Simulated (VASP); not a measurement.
# SnTe (I4/mmm) in VASP: electric field gradients with PBE

Aim: the electric field gradients of SnTe with PBE.

Program: VASP 6.6.1. These are calculated values, not measurements. Logs are shortened: lines on timing, memory, paths and dates and some standing lists are left out, and cuts for length are marked.

## Step 1: The cell of the first run

It takes space group I4/mmm (No. 139, tetragonal). Conventional cell: a = 4.464 Å, b = 4.464 Å, c = 6.124 Å, α = 90.00°, β = 90.00°, γ = 90.00°. Sn (site symmetry 4/mmm) has 6 Te at 3.06 to 3.16 Å within 4.0 Å. Within 4.0 Å of Te (site symmetry 4/mmm) lie 6 Sn at 3.06 to 3.16 Å.

## Step 2: Electric field gradients, PBE (zz strain of -3 %)

File INCAR:

```
ALGO     = Normal         # electronic algorithm
EDIFF    = 1E-8           # SCF threshold, eV
ENCUT    = 520            # plane-wave cutoff, eV
GGA      = PE             # functional
ISIF     = 2              # what is computed and relaxed
ISMEAR   = -1             # smearing method
LASPH    = T              # aspherical terms in the spheres
LCHARG   = F              # write CHGCAR
LEFG     = T            
LREAL    = F              # projectors in reciprocal space
LWAVE    = F              # write WAVECAR
NBANDS   = 17             # bands
NELM     = 80             # most SCF steps
PREC     = Accurate       # precision mode
SIGMA    = 0.08           # smearing width, eV
```

File KPOINTS:

```
k-points
0
Gamma
  11 11 11
```

File POSCAR:

```
SnTe
1.0
    0.0000000000      3.1565000000      3.0618050000
    3.1565000000      0.0000000000      3.0618050000
    3.1565000000      3.1565000000      0.0000000000
Sn Te
1 1
Direct
    0.0000000000      0.0000000000      0.0000000000
    0.5000000000      0.5000000000      0.5000000000
```

Potentials or basis: VASP PAW PBE potentials, release 64 (Sn_d, Te).

Launch:

```bash
cat potpaw_PBE.64/Sn_d/POTCAR potpaw_PBE.64/Te/POTCAR > POTCAR
mpirun -np 1 vasp_std > vasp.out
```

OUTCAR:

```text
EDIFF = 1E-8
   ENCUT = 520
   GGA = PE
   ISIF = 2
   ISMEAR = -1
   LASPH = T
   LREAL = F
   NELM = 80
   PREC = Accurate

 ion  position               nearest neighbor table
   1  0.000  0.000  0.000-   2 3.06   2 3.06   2 3.16   2 3.16   2 3.16   2 3.16
   2  0.500  0.500  0.500-   1 3.06   1 3.06   1 3.16   1 3.16   1 3.16   1 3.16

  LATTYP: Found a body centered tetragonal cell.
 ALAT       =     4.4639651096
 C/A-ratio  =     1.3717871555

  Lattice vectors:

 A1 = (   0.0000000000,  -3.1565000000,  -3.0618050000)
 A2 = (   0.0000000000,   3.1565000000,  -3.0618050000)
 A3 = (   3.1565000000,   0.0000000000,   3.0618050000)

Analysis of symmetry for initial positions (statically):
=====================================================================
 Subroutine PRICEL returns:
 Original cell was already a primitive cell.

 Routine SETGRP: Setting up the symmetry group for a
 body centered tetragonal supercell.

 Subroutine GETGRP returns: Found 16 space group operations
 (whereof 16 operations were pure point group operations)
 out of a pool of 16 trial point group operations.

The static configuration has the point symmetry D_4h.

Analysis of symmetry for dynamics (positions and initial velocities):
=====================================================================
 Subroutine PRICEL returns:
 Original cell was already a primitive cell.

 Routine SETGRP: Setting up the symmetry group for a
 body centered tetragonal supercell.

 Subroutine GETGRP returns: Found 16 space group operations
 (whereof 16 operations were pure point group operations)
 out of a pool of 16 trial point group operations.

The dynamic configuration has the point symmetry D_4h.

 Subroutine INISYM returns: Found 16 space group operations
 (whereof 16 operations are pure point group operations),
 and found     1 'primitive' translations

----------------------------------------------------------------------------------------

                                     Primitive cell

  volume of cell :      61.0125

  direct lattice vectors                    reciprocal lattice vectors
     0.000000000  3.156500000  3.061805000    -0.158403295  0.158403295  0.163302366
     3.156500000  0.000000000  3.061805000     0.158403295 -0.158403295  0.163302366
     3.156500000  3.156500000  0.000000000     0.158403295  0.158403295 -0.163302366

  length of vectors
     4.397515447  4.397515447  4.463965110     0.277219895  0.277219895  0.277219895

  position of ions in fractional coordinates (direct lattice)
     0.000000000  0.000000000  0.000000000
     0.500000000  0.500000000  0.500000000

  ion indices of the primitive-cell ions
   primitive index   ion index
                 1           1
                 2           2

----------------------------------------------------------------------------------------

 KPOINTS: k-points

Automatic generation of k-mesh.
 Grid dimensions read from file:
 generate k-points for:   11   11   11

 Generating k-lattice:

  Cartesian coordinates                     Fractional coordinates (reciprocal lattice)
    -0.014400300  0.014400300  0.014845670     0.090909091  0.000000000  0.000000000
     0.014400300 -0.014400300  0.014845670     0.000000000  0.090909091  0.000000000
     0.014400300  0.014400300 -0.014845670     0.000000000  0.000000000  0.090909091

  Length of vectors
     0.025201809  0.025201809  0.025201809

  Shift w.r.t. Gamma in fractional coordinates (k-lattice)
     0.000000000  0.000000000  0.000000000

 Subroutine IBZKPT returns following result:
 ===========================================

 Found    126 irreducible k-points:

 Following reciprocal coordinates:
            Coordinates               Weight
  0.000000  0.000000  0.000000      1.000000
  0.090909 -0.000000  0.000000      8.000000
  0.181818 -0.000000  0.000000      8.000000
  0.272727  0.000000  0.000000      8.000000
  0.363636 -0.000000  0.000000      8.000000
  0.454545  0.000000  0.000000      8.000000
[... 16 lines left out ...]
 -0.272727  0.181818  0.000000      8.000000
 -0.181818  0.181818  0.000000      4.000000
 [... further k-points ...]
   k-points           NKPTS =    126   k-points in BZ     NKDIM =    126   number of bands    NBANDS=     17
   number of dos      NEDOS =    301   number of ions     NIONS =      2
   total plane-waves  NPLWV =  46656
   dimension x,y,z NGX =    36 NGY =   36 NGZ =   36
   dimension x,y,z NGXF=    72 NGYF=   72 NGZF=   72
   ions per type =               1   1
   NGX,Y,Z   is equivalent  to a cutoff of  13.61, 13.61, 13.41 a.u.
   NGXF,Y,Z  is equivalent  to a cutoff of  27.22, 27.22, 26.81 a.u.
 SYSTEM =  unknown system
   PREC   = accura    normal or accurate (medium, high low for compatibility)
   ISTART =      0    job   : 0-new  1-cont  2-samecut
   ICHARG =      2    charge: 1-file 2-atom 10-const
   ISPIN  =      1    spin polarized calculation?
   LNONCOLLINEAR =      F non collinear calculations
   LSORBIT =      F    spin-orbit coupling
   LASPH  =      T    aspherical Exc in radial PAW
   ENCUT  =  520.0 eV  38.22 Ry    6.18 a.u.   8.18  8.18  8.30*2*pi/ulx,y,z
   NELM   =     80;   NELMIN=  2; NELMDL= -5     # of ELM steps
   EDIFF  = 0.1E-07   stopping-criterion for ELM
   LREAL  =      F    real-space projection
   EDIFFG = 0.1E-06   stopping-criterion for IOM
   NSW    =      0    number of steps for IOM
   IBRION =     -1    ionic relax: 0-MD 1-quasi-New 2-CG
   NFREE  =      0    steps in history (QN), initial steepest desc. (CG)
   ISIF   =      2    stress and relaxation
   ISYM   =      2    0-nonsym 1-usesym 2-fastsym
   POTIM  = 0.5000    time-step for ionic-motion
   TEBEG  =    0.0;   TEEND  =   0.0 temperature during run
   PSTRESS=    0.0 pullay stress
   NELECT =      20.0000    total number of electrons
   NUPDOWN=      -1.0000    fix difference up-down
   EMIN   =  10.00;   EMAX   =-10.00  energy-range for DOS
   EFERMI =   0.00;   METHOD = LEGACY
   ISMEAR =    -1;   SIGMA  =   0.08  broadening in eV -4-tet -1-fermi 0-gaus
   EFERMI_NEDOS =   21; number of points for ismear=-14 and -15
   IALGO  =     38    algorithm
   IMIX   =      4    mixing-type and parameters
     AMIX     =   0.40;   BMIX     =  1.00
     AMIX_MAG =   1.60;   BMIX_MAG =  1.00
  volume/ion in A,a.u.               =      30.51       205.87
  Fermi-wavevector in a.u.,A,eV,Ry     =   1.128786  2.133097 17.335984  1.274159
  Thomas-Fermi vector in A             =   2.265478
   LORBIT       =      0    0 simple, 1 ext, 2 COOP (PROOUT), +10 PAW based schemes
   GGA     = PE    functional components
   LHFCALC =     F    Hartree Fock is set to
   AEXX    =    0.0000 exact exchange contribution
   IVDW    =     0    specifies the selected vdW correction
   LEPSILON=     F    determine dielectric tensor
   LRPA    =     F    only Hartree local field effects (RPA)
 non-spin polarized calculation
  energy-cutoff  :      520.00
  volume of cell :       61.01
 maximum number of plane-waves:      1660
 NGX is ok and might be reduce to    36
   NGX = 17   NGY = 17   NGZ = 17

 number of electron      19.9999995 magnetization

 Free energy of the ion-electron system (eV)
  ---------------------------------------------------
  ext. energy  EPLUGINS =         0.00000000
  ---------------------------------------------------
  free energy    TOTEN  =        -7.49663686 eV

  energy without entropy =       -7.49406726  energy(sigma->0) =       -7.49535206

 E-fermi :   7.2958     XC(G=0):  -9.6056

 val. band max:        7.1461908419   @ k =   0.4545   0.0000   0.0000
 cond. band min:       7.5414714441   @ k =   0.4545   0.0000   0.0000
 fundamental gap:      0.3952806022
 Fermi energy:         7.2957671607

 k-point     1 :       0.0000    0.0000    0.0000
  band No.  band energies     occupation
      1     -14.6416      2.00000
      2     -14.6347      2.00000
      3     -14.6325      2.00000
      4     -14.6268      2.00000
      5     -14.6268      2.00000
      6      -5.7222      2.00000
[... 9 lines left out ...]
     16      12.1303      0.00000
     17      13.9292      0.00000
[... 441 lines left out ...]
 k-point    24 :      -0.1818    0.1818    0.0000
  band No.  band energies     occupation
      1     -14.6447      2.00000
      2     -14.6373      2.00000
      3     -14.6293      2.00000
      4     -14.6249      2.00000
      5     -14.6229      2.00000
      6      -5.0208      2.00000
[... 9 lines left out ...]
     16      15.2560      0.00000
     17      15.7923      0.00000

 [... further k-points ...]

------------------------ aborting loop because EDIFF is reached ----------------------------------------

  FORCE on cell =-STRESS in cart. coord.  units (eV):
  Direction    XX          YY          ZZ          XY          YZ          ZX
  --------------------------------------------------------------------------------------
  -------------------------------------------------------------------------------------
  Total        0.8099732      0.8099732      2.6559304      0.0000000      0.0000000     -0.0000000
  in kB       21.2697358     21.2697358     69.7442111      0.0000000      0.0000000     -0.0000000
  external PRESSURE =      37.4278942 kB  Pullay stress =       0.0000000 kB

 VOLUME and BASIS-vectors are now :
 -----------------------------------------------------------------------------
  energy-cutoff  :      520.00
  volume of cell :       61.01
      direct lattice vectors                 reciprocal lattice vectors
     0.000000000  3.156500000  3.061805000    -0.158403295  0.158403295  0.163302366
     3.156500000  0.000000000  3.061805000     0.158403295 -0.158403295  0.163302366
     3.156500000  3.156500000  0.000000000     0.158403295  0.158403295 -0.163302366

 POSITION                                       TOTAL-FORCE (eV/Angst)
 -----------------------------------------------------------------------------------
      0.00000      0.00000      0.00000         0.000000      0.000000     -0.000000
      3.15650      3.15650      3.06181         0.000000      0.000000      0.000000
 -----------------------------------------------------------------------------------
    total drift:                               -0.000000      0.000000      0.000000

  FREE ENERGIE OF THE ION-ELECTRON SYSTEM (eV)
  ---------------------------------------------------
  free  energy   TOTEN  =        -7.4966368647 eV

  energy  without entropy=       -7.4940672648  energy(sigma->0) =       -7.49535206

 Electric field gradients (V/A^2)
---------------------------------------------------------------------
 ion       V_xx      V_yy      V_zz      V_xy      V_xz      V_yz
---------------------------------------------------------------------
   1      23.261    23.261   -46.523    -0.001    -0.002    -0.002
   2       6.580     6.580   -13.159     0.000     0.000     0.000
---------------------------------------------------------------------

 Electric field gradients after diagonalization (V/A^2)
 (convention: |V_zz| > |V_xx| > |V_yy|)
----------------------------------------------------------------------
 ion       V_xx      V_yy      V_zz     asymmetry (V_yy - V_xx)/ V_zz
----------------------------------------------------------------------
   1      23.262    23.261   -46.523       0.000
   2       6.580     6.580   -13.159       0.000
----------------------------------------------------------------------

           NMR quadrupolar parameters

 Cq : quadrupolar parameter    Cq=e*Q*V_zz/h
 eta: asymmetry parameters     (V_yy - V_xx)/ V_zz
 Q  : nuclear electric quadrupole moment in mb (millibarn)
----------------------------------------------------------------------
 ion       Cq(MHz)       eta       Q (mb)
----------------------------------------------------------------------
   1      -0.112       0.000       1.000
   2      -0.032       0.000       1.000
----------------------------------------------------------------------
```

Wall time 2.7 min (1 thread of Intel Xeon Platinum 8375C at 2.90GHz (Ice Lake), shared host); peak memory 0.29 GiB.

What came out:

```
Free energy                             : -7.4966 eV
Pressure                                : 3.7 GPa
Band gap on the k mesh                  : 0.40 eV
Largest electric field gradient by atom : Sn -46.5; Te -13.2 V/Å²
```

Levels at points of the mesh, in eV from the valence-band top:
| k point | band 7 | band 8 | band 9 | band 10 | band 11 | band 12 | band 13 | band 14 |
| --- | --- | --- | --- | --- | --- | --- | --- | --- |
| (0.00, 0.00, 0.00) | -4.44 | -2.31 | -1.97 | -1.97 | 3.28 | 3.28 | 4.07 | 4.77 |

Electric field gradients, principal values (V/Å²):
```csv
atom,least,middle,greatest (by size)
1 Sn,23.261,23.262,-46.523
2 Te,6.580,6.580,-13.159
```

Caveat: the cell differs from its parent crystal (zz strain of -3 %); the cell stands under pressure; without QUAD_EFG the Cq values of the log hold for a quadrupole moment of 1 mb, not for the nuclei; spin-orbit coupling is left out, which moves the levels of the heavy elements; an odd mesh through Γ misses points on the zone boundary, where band edges can lie.
